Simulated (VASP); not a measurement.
Wanted: the native input for a VASP 6.6.1 run.

- Task: single point
- Functional: PBEsol
- Potentials or basis: VASP PAW PBE potentials, release 64 (Cu_sv_GW)
- Cutoff: 820 eV
- k mesh: 11 × 11 × 11
- Occupations: fermi-dirac, width 0.05 eV
- Spin: no spin polarisation
- Dipole correction: no
- Further INCAR settings: ALGO = Normal; EDIFF = 1e-06; NBANDS = 26

The structure of Cu lies in POSCAR:

```
Cu
1.0
    1.1895134661     -3.8801315368      0.0000000000
    1.1895134661      3.8801315368      0.0000000000
    0.0000000000      0.0000000000      2.4286478160
Cu
2
Direct
    0.8667141180      0.1332858820      0.7500000000
    0.1332858820      0.8667141180      0.2500000000
```

One way to write it, as run:

INCAR

```
SYSTEM = Cu
ALGO = Normal
EDIFF = 1E-6
ENCUT = 820
GGA = PS
GGA_COMPAT = .FALSE.
ISIF = 2
ISMEAR = -1
LASPH = .TRUE.
LCHARG = .FALSE.
LREAL = .FALSE.
LWAVE = .FALSE.
NBANDS = 26
NELM = 120
PREC = Accurate
SIGMA = 0.05
```

KPOINTS

```
k-points
0
G
  11 11 11
  0 0 0
```

Potentials or basis: VASP PAW PBE potentials, release 64 (Cu_sv_GW).

Command:

```bash
$ cat potpaw_PBE.64/Cu_sv_GW/POTCAR > POTCAR
$ mpirun -np 1 vasp_std > vasp.out
```

It gave:

```yaml
Pressure: 8.2 GPa
Largest_force: 0.005 eV/Å
Band_gap_on_the_k_mesh: zero (bands 19 and 20 overlap by 5.50 eV)
```

Caveat: the cell stands under pressure; the PAW data sets were made with another functional, which shifts forces and pressure a little.

Wall time 4.8 min on 1 thread of Intel(R) Xeon(R) Platinum 8259CL CPU @ 2.50GHz (Skylake/Cascade Lake) (shared host), peak memory 0.38 GiB.
